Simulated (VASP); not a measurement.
Rh: single point with PBE

Crystal: Rh.

```
Rh
1.0
     0.00000    1.91414    1.91414
     1.91414    0.00000    1.91414
     1.91414    1.91414    0.00000
Rh
1
Direct
  0.00000 0.00000 0.00000
```

This cell differs from its parent crystal: volume scaled by 1.02.

```
Program             : VASP 6.6.1
Task                : single point
Functional          : PBE
Potentials or basis : VASP PAW PBE potentials, release 64 (Rh_pv)
Cutoff              : 500 eV
k mesh              : 16 × 16 × 16
Occupations         : fermi-dirac, width 0.08 eV
Spin                : no spin polarisation
```

```yaml
Pressure: 0.7 GPa
```

Levels at points of the mesh, in eV from the Fermi level:
| k point | band 4 | band 5 | band 6 | band 7 | band 8 | band 9 | band 10 | band 11 |
| --- | --- | --- | --- | --- | --- | --- | --- | --- |
| (0.00, 0.00, 0.00) | -7.80 | -2.97 | -2.97 | -2.97 | -0.95 | -0.95 | 16.01 | 20.60 |
| (0.50, 0.00, 0.00) | -5.94 | -3.05 | -3.05 | 0.56 | 0.56 | 0.76 | 8.45 | 15.51 |
| (0.50, 0.50, 0.00) | -6.12 | -5.76 | 0.53 | 0.96 | 0.96 | 3.25 | 12.03 | 13.21 |

Wall time 32 s on 1 thread of Intel Xeon 8259CL, on a shared host, peak memory 0.14 GiB.
